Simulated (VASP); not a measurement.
Wanted: the native input for a VASP 6.6.1 run.

```yaml
Task: single point
Functional: r2SCAN
Potentials_or_basis: VASP PAW PBE potentials, release 64 (Sn_d)
Cutoff: 520 eV
k_mesh: 16 × 16 × 16
Occupations: gaussian, width 0.15 eV
Spin: no spin polarisation
Dipole_correction: no
Further_INCAR_settings: ALGO = Normal; EDIFF = 1e-07; NBANDS = 21
```

Sn:

```
Sn
1.0
    -2.94014    2.94014    1.55132
     2.94014   -2.94014    1.55132
     2.94014    2.94014   -1.55132
Sn
2
Direct
  0.75000 0.25000 0.50000
  0.00000 0.00000 0.00000
```

This cell differs from its parent crystal: strain +0.000 along x and y, -0.030 along z.

One way to write it, as run:

POSCAR

```
Sn
1.0
   -2.9401404553      2.9401404553      1.5513229292
    2.9401404553     -2.9401404553      1.5513229292
    2.9401404553      2.9401404553     -1.5513229292
Sn
2
Direct
    0.7500000000      0.2500000000      0.5000000000
    0.0000000000      0.0000000000      0.0000000000
```

INCAR.step1

```
SYSTEM = Sn
  PREC = Accurate
  ENCUT = 520
  ISMEAR = 0
  SIGMA = 0.15
  LREAL = .FALSE.
  LASPH = .TRUE.
  NELM = 80
  NBANDS = 21
  GGA = PE
  ALGO = Normal
  EDIFF = 1E-4
  LWAVE = .TRUE.
  LCHARG = .FALSE.
```

INCAR.step2

```
SYSTEM = Sn
  PREC = Accurate
  ENCUT = 520
  EDIFF = 1E-7
  ISMEAR = 0
  SIGMA = 0.15
  LREAL = .FALSE.
  LASPH = .TRUE.
  NELM = 80
  ALGO = Normal
  ISIF = 2
  LWAVE = .FALSE.
  LCHARG = .TRUE.
  METAGGA = R2SCAN
  LMIXTAU = .TRUE.
  LELF = .TRUE.
  LVHAR = .TRUE.
  NBANDS = 21
  ISTART = 1
```

KPOINTS

```
Automatic mesh
0
G
  16 16 16
  0 0 0
```

Potentials or basis: VASP PAW PBE potentials, release 64 (Sn_d).

Launch:

```bash
$ cat potpaw_PBE.64/Sn_d/POTCAR > POTCAR
$ cp INCAR.step1 INCAR
$ mpirun -np 1 vasp_std > vasp.out
$ cp INCAR.step2 INCAR
$ mpirun -np 1 vasp_std > vasp.out
```

Results of the run:

```yaml
Pressure: 1.6 GPa
Band_gap_on_the_k_mesh: zero (bands 14 and 15 overlap by 4.34 eV)
```

Caveat: the cell differs from its parent crystal (strain +0.000 along x and y, -0.030 along z); the PAW data sets were made with another functional, which shifts forces and pressure a little; spin-orbit coupling is left out, which moves the levels of the heavy elements.

Wall time 46 min on 1 thread of Intel Xeon 8259CL (shared host), peak memory 0.45 GiB.
